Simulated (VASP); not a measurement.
The system is SnO2.

```
CELL_PARAMETERS angstrom
5.17526 0.00000 0.00000
0.00000 5.17526 0.00000
0.00000 0.00000 5.17526
ATOMIC_POSITIONS crystal
Sn 0.00000 0.00000 0.00000
Sn 0.50000 0.00000 0.50000
Sn 0.50000 0.50000 0.00000
Sn 0.00000 0.50000 0.50000
O 0.66110 0.83890 0.16110
O 0.83890 0.16110 0.66110
O 0.16110 0.66110 0.83890
O 0.33890 0.33890 0.33890
O 0.66110 0.66110 0.66110
O 0.83890 0.33890 0.16110
O 0.16110 0.83890 0.33890
O 0.33890 0.16110 0.83890
```

Base run:

```yaml
Program: VASP 6.6.1
Functional: RPBE
Potentials_or_basis: VASP PAW PBE potentials, release 64 (Sn_d, O)
Cutoff: 520 eV
k_mesh: 5 × 5 × 5
Occupations: fermi-dirac, width 0.05 eV
Spin: no spin polarisation
```

Its results: band gap on the k mesh 0.63 eV (least direct gap 0.68 eV); pressure 4.3 GPa; largest force 0.016 eV/Å.

The run is repeated on the same cell with these changes: functional from RPBE to PBEsol; further incar settings from ALGO = Normal; EDIFF = 1e-06; NBANDS = 64 to ALGO = Normal; EDIFF = 1e-07; NBANDS = 64. What comes out?

Band gap on the k mesh 0.50 eV (least direct gap 0.56 eV); pressure -6.6 GPa; largest force 0.021 eV/Å.

Caveats: the PAW data sets were made with another functional, which shifts forces and pressure a little; spin-orbit coupling is left out, which moves the levels of the heavy elements; an odd mesh through Γ misses points on the zone boundary, where band edges can lie; the cell stands under pressure (at least some runs); the cell stands under tension (at least some runs).
